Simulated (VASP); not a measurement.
Runs of VASP 6.6.1 on SiC. Symmetry: F-43m, No. 216, cubic system. The conventional cell has a = 4.356 Å, b = 4.356 Å, c = 4.356 Å, α = 90.00°, β = 90.00°, γ = 90.00°. Si (site symmetry -43m) has 4 C at 1.89 Å within 2.5 Å. Within 2.5 Å of C (site symmetry -43m) lie 4 Si at 1.89 Å. 

| level | k mesh | cutoff (eV) | smearing | grid for exact exchange (PRECFOCK) | share of exact exchange | screening parameter | gap on the mesh (eV) | pressure (GPa) |
| --- | --- | --- | --- | --- | --- | --- | --- | --- |
| PBE | 8 × 8 × 8 | 600 | fermi-dirac 0.05 eV | - | - | - | 1.36 | 3.4 |
| PBE | 8 × 8 × 8 | 600 | methfessel-paxton 0.5 eV | - | - | - | 1.36 | 3.4 |
| PBE-based screened hybrid | 4 × 4 × 4 | 520 | gaussian 0.01 eV | Normal | 0.2 | 0.5 1/Å | 1.64 | (a) |
| PBE | 8 × 8 × 8 | 600 | methfessel-paxton 0.05 eV | - | - | - | 1.36 | 3.4 |
| PBE-based global hybrid | 4 × 4 × 4 | 520 | gaussian 0.01 eV | Normal | 0.4 | - | 4.09 | -4.4 |
| PBE | 8 × 8 × 8 | 600 | gaussian 0.5 eV | - | - | - | 1.36 | 3.4 |
| PBE | 8 × 8 × 8 | 600 | gaussian 0.001 eV | - | - | - | 1.36 | 3.4 |
| PBE | 8 × 8 × 8 | 520 | gaussian 0.01 eV | - | - | - | 1.35 | (b) |

Alike in all rows: task single point; potentials or basis VASP PAW PBE potentials, release 64 (Si, C); no spin polarisation; cell as given.

Problem. Fill in the values left out.

Solution. (a) 0.9; (b) 3.5.

Caveats: some runs use coarse meshes; the PAW data sets were made with another functional, which shifts forces and pressure a little (some runs).

A k mesh can miss the band edges.
